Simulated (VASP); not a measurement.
## CdS: single point with RPBE+D3(BJ)

The system is CdS.

```
Cd S
1.0
     4.09391    0.00000    0.00000
    -2.04696    3.54543    0.00000
     0.00000    0.00000    6.64595
Cd S
2 2
Direct
  0.66667 0.33333 0.50000
  0.33333 0.66667 0.00000
  0.66667 0.33333 0.87500
  0.33333 0.66667 0.37500
```

```yaml
Program: VASP 6.6.1
Task: single point
Functional: RPBE
Dispersion: D3(BJ)
Potentials_or_basis: VASP PAW PBE potentials, release 64 (Cd, S)
Cutoff: 520 eV
k_mesh: 7 × 7 × 4
Occupations: fermi-dirac, width 0.05 eV
Spin: no spin polarisation
```

* Pressure: -1.8 GPa
* Largest force: 0.101 eV/Å
* Band gap on the k mesh: 1.48 eV
* Dispersion energy per atom: -1.206 eV

Forces on the atoms (eV/Å):
```
Cd   0.000  0.000 -0.101
Cd   0.000  0.000 -0.101
S    0.000  0.000  0.101
S    0.000  0.000  0.101
```

Stress tensor (GPa, compression positive):
```
-1.96  0.00  0.00
 0.00 -1.96  0.00
 0.00  0.00 -1.43
```

Levels at points of the mesh, in eV from the valence-band top:
```csv
k point,band 14,band 15,band 16,band 17,band 18,band 19,band 20,band 21,band 22,band 23
"(0.00, 0.00, 0.00)",-0.81,-0.81,-0.04,0.00,0.00,1.48,2.98,6.55,6.55,6.88
"(0.00, 0.00, 0.50)",-2.50,-0.42,-0.42,-0.42,-0.42,3.08,3.08,6.39,6.39,6.91
```

Run time: 56 s on 1 thread of Intel(R) Xeon(R) Platinum 8259CL CPU @ 2.50GHz (Skylake/Cascade Lake), on a shared host, peak memory 0.23 GiB.

Caveat: the dispersion term is far too large for a dense solid, which distorts pressure and volume; the PAW data sets were made with another functional, which shifts forces and pressure a little.
